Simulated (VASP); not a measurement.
# Sb (P6_3/mmc) in VASP: a series of runs

Sb is run at these levels: PBEsol, PBEsol+D3(BJ); tasks: single point.

Everything below comes from runs of VASP 6.6.1. Logs are shortened: lines on timing, memory, paths and dates and some standing lists are left out, and cuts for length are marked.

## 1. The cell of the first run

The structure is hexagonal, space group P6_3/mmc (No. 194). The conventional cell has a = 3.206 Å, b = 3.206 Å, c = 5.218 Å, α = 90.00°, β = 90.00°, γ = 120.00°. Within 4.2 Å of Sb (site symmetry -6m2) lie 12 Sb at 3.20 to 3.21 Å.

## 2. Single point, PBEsol

Contents of INCAR:

```
SYSTEM = Sb
PREC = Accurate
ENCUT = 520
EDIFF = 1E-6
ISMEAR = -1
SIGMA = 0.05
LREAL = .False.
LASPH = .True.
NELM = 80
ALGO = Normal
ISIF = 2
LWAVE = .False.
LCHARG = .False.
GGA = PS
NBANDS = 12
```

Contents of KPOINTS:

```
regular mesh
0
Gamma
  9 9 5
  0 0 0
```

Contents of POSCAR:

```
Sb
1.0
    3.2061496800      0.0000000000      0.0000000000
   -1.6030748400      2.7766070713      0.0000000000
    0.0000000000      0.0000000000      5.2184535206
Sb
2
Direct
    0.6666666667      0.3333333333      0.7500000000
    0.3333333333      0.6666666667      0.2500000000
```

Potentials or basis: VASP PAW PBE potentials, release 64 (Sb).

Run with:

```console
$ cat potpaw_PBE.64/Sb/POTCAR > POTCAR
$ mpirun -np 1 vasp_std > vasp.out
```

OUTCAR:

```text
SYSTEM = Sb
   PREC = Accurate
   ENCUT = 520
   EDIFF = 1E-6
   ISMEAR = -1
   LREAL = .False.
   LASPH = .True.
   NELM = 80
   ISIF = 2
   GGA = PS

 ion  position               nearest neighbor table
   1  0.667  0.333  0.750-   2 3.20   2 3.20   2 3.20   2 3.20   2 3.20   2 3.20
   2  0.333  0.667  0.250-   1 3.20   1 3.20   1 3.20   1 3.20   1 3.20   1 3.20

  LATTYP: Found a hexagonal cell.
 ALAT       =     3.2061496800
 C/A-ratio  =     1.6276387697

  Lattice vectors:

 A1 = (   3.2061496800,   0.0000000000,   0.0000000000)
 A2 = (  -1.6030748400,   2.7766070713,   0.0000000000)
 A3 = (   0.0000000000,   0.0000000000,   5.2184535206)

Analysis of symmetry for initial positions (statically):
=====================================================================
 Subroutine PRICEL returns:
 Original cell was already a primitive cell.

 Routine SETGRP: Setting up the symmetry group for a
 hexagonal supercell.

 Subroutine GETGRP returns: Found 24 space group operations
 (whereof 12 operations were pure point group operations)
 out of a pool of 24 trial point group operations.

The static configuration has the point symmetry D_3d.
 The point group associated with its full space group is D_6h.

Analysis of symmetry for dynamics (positions and initial velocities):
=====================================================================
 Subroutine PRICEL returns:
 Original cell was already a primitive cell.

 Routine SETGRP: Setting up the symmetry group for a
 hexagonal supercell.

 Subroutine GETGRP returns: Found 24 space group operations
 (whereof 12 operations were pure point group operations)
 out of a pool of 24 trial point group operations.

The dynamic configuration has the point symmetry D_3d.
 The point group associated with its full space group is D_6h.

 Subroutine INISYM returns: Found 24 space group operations
 (whereof 12 operations are pure point group operations),
 and found     1 'primitive' translations

----------------------------------------------------------------------------------------

                                     Primitive cell

  volume of cell :      46.4558

  direct lattice vectors                    reciprocal lattice vectors
     3.206149680  0.000000000  0.000000000     0.311900597  0.180075894  0.000000000
    -1.603074840  2.776607071  0.000000000     0.000000000  0.360151788  0.000000000
     0.000000000  0.000000000  5.218453521     0.000000000  0.000000000  0.191627653

  length of vectors
     3.206149680  3.206149680  5.218453521     0.360151788  0.360151788  0.191627653

  position of ions in fractional coordinates (direct lattice)
     0.666666667  0.333333333  0.750000000
     0.333333333  0.666666667  0.250000000

  ion indices of the primitive-cell ions
   primitive index   ion index
                 1           1
                 2           2

----------------------------------------------------------------------------------------

 KPOINTS: regular mesh

Automatic generation of k-mesh.
 Grid dimensions read from file:
 generate k-points for:    9    9    5

 Generating k-lattice:

  Cartesian coordinates                     Fractional coordinates (reciprocal lattice)
     0.034655622  0.020008433  0.000000000     0.111111111  0.000000000  0.000000000
     0.000000000  0.040016865  0.000000000     0.000000000  0.111111111  0.000000000
     0.000000000  0.000000000  0.038325531     0.000000000  0.000000000  0.200000000

  Length of vectors
     0.040016865  0.040016865  0.038325531

  Shift w.r.t. Gamma in fractional coordinates (k-lattice)
     0.000000000  0.000000000  0.000000000

 Subroutine IBZKPT returns following result:
 ===========================================

 Found     36 irreducible k-points:

 Following reciprocal coordinates:
            Coordinates               Weight
  0.000000  0.000000  0.000000      1.000000
  0.111111  0.000000  0.000000      6.000000
  0.222222  0.000000  0.000000      6.000000
  0.333333  0.000000  0.000000      6.000000
  0.444444  0.000000  0.000000      6.000000
  0.111111  0.111111  0.000000      6.000000
[... 16 lines left out ...]
  0.333333  0.222222  0.200000     24.000000
  0.333333  0.333333  0.200000      4.000000
 [... further k-points ...]
   k-points           NKPTS =     36   k-points in BZ     NKDIM =     36   number of bands    NBANDS=     12
   number of dos      NEDOS =    301   number of ions     NIONS =      2
   total plane-waves  NPLWV =  23040
   dimension x,y,z NGX =    24 NGY =   24 NGZ =   40
   dimension x,y,z NGXF=    48 NGYF=   48 NGZF=   80
   ions per type =               2
   NGX,Y,Z   is equivalent  to a cutoff of  12.44, 12.44, 12.74 a.u.
   NGXF,Y,Z  is equivalent  to a cutoff of  24.89, 24.89, 25.49 a.u.
 SYSTEM =  Sb
   PREC   = accura    normal or accurate (medium, high low for compatibility)
   ISTART =      0    job   : 0-new  1-cont  2-samecut
   ICHARG =      2    charge: 1-file 2-atom 10-const
   ISPIN  =      1    spin polarized calculation?
   LNONCOLLINEAR =      F non collinear calculations
   LSORBIT =      F    spin-orbit coupling
   LASPH  =      T    aspherical Exc in radial PAW
   ENCUT  =  520.0 eV  38.22 Ry    6.18 a.u.   5.96  5.96  9.70*2*pi/ulx,y,z
   NELM   =     80;   NELMIN=  2; NELMDL= -5     # of ELM steps
   EDIFF  = 0.1E-05   stopping-criterion for ELM
   LREAL  =      F    real-space projection
   EDIFFG = 0.1E-04   stopping-criterion for IOM
   NSW    =      0    number of steps for IOM
   IBRION =     -1    ionic relax: 0-MD 1-quasi-New 2-CG
   NFREE  =      0    steps in history (QN), initial steepest desc. (CG)
   ISIF   =      2    stress and relaxation
   ISYM   =      2    0-nonsym 1-usesym 2-fastsym
   POTIM  = 0.5000    time-step for ionic-motion
   TEBEG  =    0.0;   TEEND  =   0.0 temperature during run
   PSTRESS=    0.0 pullay stress
   NELECT =      10.0000    total number of electrons
   NUPDOWN=      -1.0000    fix difference up-down
   EMIN   =  10.00;   EMAX   =-10.00  energy-range for DOS
   EFERMI =   0.00;   METHOD = LEGACY
   ISMEAR =    -1;   SIGMA  =   0.05  broadening in eV -4-tet -1-fermi 0-gaus
   EFERMI_NEDOS =   21; number of points for ismear=-14 and -15
   IALGO  =     38    algorithm
   IMIX   =      4    mixing-type and parameters
     AMIX     =   0.40;   BMIX     =  1.00
     AMIX_MAG =   1.60;   BMIX_MAG =  1.00
  volume/ion in A,a.u.               =      23.23       156.75
  Fermi-wavevector in a.u.,A,eV,Ry     =   0.981134  1.854074 13.097283  0.962623
  Thomas-Fermi vector in A             =   2.112117
   LORBIT       =      0    0 simple, 1 ext, 2 COOP (PROOUT), +10 PAW based schemes
   GGA     = PS    functional components
   LHFCALC =     F    Hartree Fock is set to
   AEXX    =    0.0000 exact exchange contribution
   IVDW    =     0    specifies the selected vdW correction
   LEPSILON=     F    determine dielectric tensor
   LRPA    =     F    only Hartree local field effects (RPA)
 non-spin polarized calculation
  energy-cutoff  :      520.00
  volume of cell :       46.46
 maximum number of plane-waves:      1269
 NGX is ok and might be reduce to    24
   NGX = 11   NGY = 11   NGZ = 19

 number of electron      10.0000000 magnetization

 number of electron       9.9999999 magnetization

 Free energy of the ion-electron system (eV)
  ---------------------------------------------------
  ext. energy  EPLUGINS =         0.00000000
  ---------------------------------------------------
  free energy    TOTEN  =        -8.53459412 eV

  energy without entropy =       -8.52735649  energy(sigma->0) =       -8.53097531

 E-fermi :  10.3374     XC(G=0): -10.9838

 val. band max:       10.3149137893   @ k =   0.3333   0.0000   0.4000
 cond. band min:      10.4683389826   @ k =   0.1111   0.1111   0.0000
 fundamental gap:      0.1534251932
 Fermi energy:        10.3373978298

 k-point     1 :       0.0000    0.0000    0.0000
  band No.  band energies     occupation
      1      -3.7637      2.00000
      2       0.9176      2.00000
      3       3.5972      2.00000
      4      14.6909      0.00000
      5      14.6909      0.00000
      6      16.6414      0.00000
      7      16.6414      0.00000
      8      17.0928      0.00000
      9      18.8048      0.00000
     10      19.5390      0.00000
     11      21.0920      0.00000
     12      21.0920      0.00000

 k-point     2 :       0.1111    0.0000    0.0000
  band No.  band energies     occupation
      1      -3.5153      2.00000
      2       1.1430      2.00000
      3       3.8567      2.00000
      4      12.4355      0.00000
      5      13.7619      0.00000
      6      15.4569      0.00000
      7      16.7630      0.00000
      8      16.8862      0.00000
      9      18.3607      0.00000
     10      20.2009      0.00000
     11      20.5506      0.00000
     12      21.0918      0.00000

 k-point     3 :       0.2222    0.0000    0.0000
  band No.  band energies     occupation
      1      -2.7724      2.00000
      2       1.7996      2.00000
      3       4.6230      2.00000
      4       9.0991      2.00000
      5      12.4248      0.00000
      6      12.9624      0.00000
      7      15.1297      0.00000
      8      16.2682      0.00000
      9      16.4738      0.00000
     10      19.3808      0.00000
     11      20.5930      0.00000
     12      20.9819      0.00000
[... 286 lines left out ...]
 k-point    23 :       0.3333    0.2222    0.2000
  band No.  band energies     occupation
      1       0.9187      2.00000
      2       2.7362      2.00000
      3       5.3104      2.00000
      4       6.6049      2.00000
      5       7.5956      2.00000
      6       9.6116      2.00000
      7      10.2534      1.68582
      8      12.2447      0.00000
      9      15.7263      0.00000
     10      20.1689      0.00000
     11      20.6762      0.00000
     12      22.4973      0.00000

 k-point    24 :       0.3333    0.3333    0.2000
  band No.  band energies     occupation
      1       2.1962      2.00000
      2       2.1962      2.00000
      3       5.3765      2.00000
      4       6.7661      2.00000
      5       6.7661      2.00000
      6       8.4174      2.00000
      7      11.2544      0.00000
      8      11.2544      0.00000
      9      14.8032      0.00000
     10      21.7525      0.00000
     11      21.7525      0.00000
     12      23.2373      0.00000

 [... further k-points ...]
[... 5 lines left out ...]
  --------------------------------------------------------------------------------------
  -------------------------------------------------------------------------------------
  Total        2.9367912      2.9367912      2.9285076      0.0000000      0.0000000      0.0000000
  in kB      101.2846456    101.2846456    100.9989591      0.0000000      0.0000000      0.0000000
  external PRESSURE =     101.1894168 kB  Pullay stress =       0.0000000 kB

 VOLUME and BASIS-vectors are now :
 -----------------------------------------------------------------------------
  energy-cutoff  :      520.00
  volume of cell :       46.46
      direct lattice vectors                 reciprocal lattice vectors
     3.206149680  0.000000000  0.000000000     0.311900597  0.180075894  0.000000000
    -1.603074840  2.776607071  0.000000000     0.000000000  0.360151788  0.000000000
     0.000000000  0.000000000  5.218453521     0.000000000  0.000000000  0.191627653

 POSITION                                       TOTAL-FORCE (eV/Angst)
 -----------------------------------------------------------------------------------
      1.60307      0.92554      3.91384        -0.000000     -0.000000      0.000000
     -0.00000      1.85107      1.30461         0.000000      0.000000      0.000000
 -----------------------------------------------------------------------------------
    total drift:                               -0.000000      0.000000      0.000000

  FREE ENERGIE OF THE ION-ELECTRON SYSTEM (eV)
  ---------------------------------------------------
  free  energy   TOTEN  =        -8.5345941187 eV

  energy  without entropy=       -8.5273564923  energy(sigma->0) =       -8.53097531
```

Wall time 6.3 s (1 thread of Intel Xeon 6975P-C, shared host); peak memory 0.16 GiB.

What came out:

```yaml
Free_energy: -8.5346 eV
Pressure: 10.1 GPa
Band_gap_on_the_k_mesh: zero (band 5 reaches 15.37 eV, above the bottom of band 6 at 7.14 eV)
```

Levels at points of the mesh, in eV from the Fermi level:
```tsv
k point	band 2	band 3	band 4	band 5	band 6	band 7	band 8	band 9
(0.00, 0.00, 0.00)	-9.42	-6.74	4.35	4.35	6.30	6.30	6.76	8.47
```

Caveat: the PAW data sets were made with another functional, which shifts forces and pressure a little; spin-orbit coupling is left out, which moves the levels of the heavy elements.

## 3. Single point, PBEsol

This run uses another cell than the first one, of 24.38 Å³/atom, 1.050 times its volume.

Contents of INCAR:

```
PREC = Accurate
ENCUT = 520
EDIFF = 1E-6
ISMEAR = -1
SIGMA = 0.05
LREAL = F
LASPH = T
NELM = 60
ALGO = Normal
ISIF = 2
LWAVE = F
LCHARG = F
GGA = PS
NBANDS = 12
```

Contents of KPOINTS:

```
Automatic mesh
0
Gamma
  9 9 5
```

Contents of POSCAR:

```
Sb
1.0
    3.2563692871      0.0000000000      0.0000000000
   -1.6281846436      2.8200985267      0.0000000000
    0.0000000000      0.0000000000      5.3096327793
Sb
2
Direct
    0.6666666667      0.3333333333      0.7500000000
    0.3333333333      0.6666666667      0.2500000000
```

Potentials or basis: VASP PAW PBE potentials, release 64 (Sb).

Run with:

```console
$ cat potpaw_PBE.64/Sb/POTCAR > POTCAR
$ mpirun -np 1 vasp_std > vasp.out
```

Wall time 6.7 s (1 thread of Intel Xeon 6975P-C, shared host); peak memory 0.16 GiB.

Results (log left out):

| Quantity | Value |
| --- | --- |
| Free energy | -8.6422 eV |
| Pressure | 5.1 GPa |
| Band gap on the k mesh | zero (band 5 reaches 14.39 eV, above the bottom of band 6 at 6.62 eV) |

Levels at points of the mesh, in eV from the Fermi level:
| k point | band 3 | band 4 | band 5 | band 6 | band 7 | band 8 |
| --- | --- | --- | --- | --- | --- | --- |
| (0.00, 0.00, 0.00) | -6.40 | 4.13 | 4.13 | 5.97 | 5.97 | 6.31 |

Caveat: the PAW data sets were made with another functional, which shifts forces and pressure a little; spin-orbit coupling is left out, which moves the levels of the heavy elements.

## 4. Single point, PBEsol+D3(BJ)

This run uses another cell than the first one, of 24.72 Å³/atom, 1.064 times its volume.

Contents of INCAR:

```
ALGO = Normal
EDIFF = 1E-6
ENCUT = 520
GGA = PS
ISIF = 2
ISMEAR = -1
IVDW = 12
LASPH = T
LCHARG = F
LREAL = F
LWAVE = F
NBANDS = 12
NELM = 60
PREC = Accurate
SIGMA = 0.05
```

Contents of KPOINTS:

```
k-points
0
Gamma
  9 9 5
```

Contents of POSCAR:

```
Sb
1.0
    3.2711441005      0.0000000000      0.0000000000
   -1.6355720503      2.8328938905      0.0000000000
    0.0000000000      0.0000000000      5.3350199493
Sb
2
Direct
    0.6666666667      0.3333333333      0.7500000000
    0.3333333333      0.6666666667      0.2500000000
```

Potentials or basis: VASP PAW PBE potentials, release 64 (Sb).

Run with:

```console
$ cat potpaw_PBE.64/Sb/POTCAR > POTCAR
$ mpirun -np 1 vasp_std > vasp.out
```

OUTCAR:

```text
EDIFF = 1E-6
   ENCUT = 520
   GGA = PS
   ISIF = 2
   ISMEAR = -1
   IVDW = 12
   LASPH = T
   LREAL = F
   NELM = 60
   PREC = Accurate
 IVDW          = 12

 ion  position               nearest neighbor table
   1  0.667  0.333  0.750-   2 3.27   2 3.27   2 3.27   2 3.27   2 3.27   2 3.27
   2  0.333  0.667  0.250-   1 3.27   1 3.27   1 3.27   1 3.27   1 3.27   1 3.27

  LATTYP: Found a hexagonal cell.
 ALAT       =     3.2711441005
 C/A-ratio  =     1.6309339440

  Lattice vectors:

[... 549 lines left out ...]

 Edisp (eV)   -1.10854

 E8    (eV) :    -0.7609

  FORCE on cell =-STRESS in cart. coord.  units (eV):
  Direction    XX          YY          ZZ          XY          YZ          ZX
  --------------------------------------------------------------------------------------
  -------------------------------------------------------------------------------------
  Total       0.00805     0.00805     0.02200    -0.00000     0.00000     0.00000
  in kB       0.26100     0.26100     0.71283    -0.00000     0.00000     0.00000
  external pressure =        0.41 kB  Pullay stress =        0.00 kB

 VOLUME and BASIS-vectors are now :
 -----------------------------------------------------------------------------
  energy-cutoff  :      520.00
  volume of cell :       49.44
      direct lattice vectors                 reciprocal lattice vectors
     3.271144100  0.000000000  0.000000000     0.305703439  0.176497963  0.000000000
    -1.635572050  2.832893890  0.000000000     0.000000000  0.352995925  0.000000000
     0.000000000  0.000000000  5.335019949     0.000000000  0.000000000  0.187440724

 POSITION                                       TOTAL-FORCE (eV/Angst)
 -----------------------------------------------------------------------------------
      1.63557      0.94430      4.00126        -0.000000      0.000000      0.000000
     -0.00000      1.88860      1.33375         0.000000     -0.000000      0.000000
 -----------------------------------------------------------------------------------
    total drift:                               -0.000000      0.000000      0.000000

  FREE ENERGIE OF THE ION-ELECTRON SYSTEM (eV)
  ---------------------------------------------------
  free  energy   TOTEN  =        -9.7695023727 eV

  energy  without entropy=       -9.7611150972  energy(sigma->0) =       -9.76530873
```

It took 6.7 s on 1 thread of Intel Xeon 6975P-C, shared host; peak memory 0.17 GiB.

Results:

```
Free energy                : -9.7695 eV
Pressure                   : 0.0 GPa
Band gap on the k mesh     : zero (band 5 reaches 14.12 eV, above the bottom of band 6 at 6.48 eV)
Dispersion energy per atom : -0.554 eV
```

Levels at points of the mesh, in eV from the Fermi level:
```csv
k point,band 3,band 4,band 5,band 6,band 7,band 8
"(0.00, 0.00, 0.00)",-6.30,4.06,4.06,5.87,5.87,6.19
```

Caveat: the PAW data sets were made with another functional, which shifts forces and pressure a little; spin-orbit coupling is left out, which moves the levels of the heavy elements; pairwise dispersion overbinds metals, which lowers pressure and volume.

(Part 1 of 2 ends here.)
